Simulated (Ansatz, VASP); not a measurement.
# One calculation of B, two programs

```
B
1.0
     2.43843    1.40783    4.16472
    -2.43843    1.40783    4.16472
     0.00000   -2.81566    4.16472
B
12
Direct
  0.01064 0.65385 0.01064
  0.01064 0.01064 0.65385
  0.65385 0.01064 0.01064
  0.98936 0.34615 0.98936
  0.34615 0.98936 0.98936
  0.98936 0.98936 0.34615
  0.22164 0.62969 0.22164
  0.22164 0.22164 0.62969
  0.62969 0.22164 0.22164
  0.77836 0.37031 0.77836
  0.37031 0.77836 0.77836
  0.77836 0.77836 0.37031
```

Alike in both runs: task relaxation of cell and atoms; functional PBEsol; k mesh 9 × 9 × 9; occupations gaussian, width 0.02 eV; no spin polarisation.

|  | VASP | Ansatz |
| --- | --- | --- |
| version | VASP 6.6.1 | Ansatz 0.2.0 |
| potentials or method | VASP PAW PBE potentials, release 64 (B), cutoff 600 eV | scalar-relativistic, plane waves, PAW |
| valence electrons in the cell | 36 | 36 |

```csv
,VASP,Ansatz,Ansatz less VASP
"gap on the k mesh at the Fermi level, each at its own relaxed structure (eV)",1.34,1.35,+0.016
relaxed volume (Å³/atom),7.16,7.15,-0.007
relaxed length of the cell vector where the two differ most in proportion (Å),5.030,5.028,-0.0014
```

VASP's potentials were made for PBE, not for PBEsol.
